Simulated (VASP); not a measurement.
Input of a VASP 6.6.1 run:

The input INCAR:

```
SYSTEM = Pd
PREC     = Accurate       ! precision mode
ENCUT    = 520            ! plane-wave cutoff, eV
EDIFF    = 1E-6           ! SCF threshold, eV
ISMEAR   = -1             ! smearing method
SIGMA    = 0.05           ! smearing width, eV
LREAL    = .FALSE.        ! projectors in reciprocal space
LASPH    = .TRUE.         ! aspherical terms in the spheres
NELM     = 80             ! most SCF steps
ALGO     = Normal         ! electronic algorithm
ISIF     = 2              ! what is computed and relaxed
LWAVE    = .FALSE.        ! write WAVECAR
LCHARG   = .FALSE.        ! write CHGCAR
GGA      = PE             ! functional
NBANDS   = 11             ! bands
```

Contents of KPOINTS:

```
Automatic mesh
0
G
  10 10 10
  0 0 0
```

POSCAR

```
Pd
1.0
   -1.5722810000      1.5722810000      1.5722810000
    1.5722810000     -1.5722810000      1.5722810000
    1.5722810000      1.5722810000     -1.5722810000
Pd
1
Direct
    0.0000000000      0.0000000000      0.0000000000
```

Potentials or basis: VASP PAW PBE potentials, release 64 (Pd).

Command:

```sh
$ cat potpaw_PBE.64/Pd/POTCAR > POTCAR
$ mpirun -np 1 vasp_std > vasp.out
```

Estimate the pressure.

-1.2 GPa.

Estimate the band gap on the k mesh.

zero (bands 5 and 6 overlap by 1.43 eV).
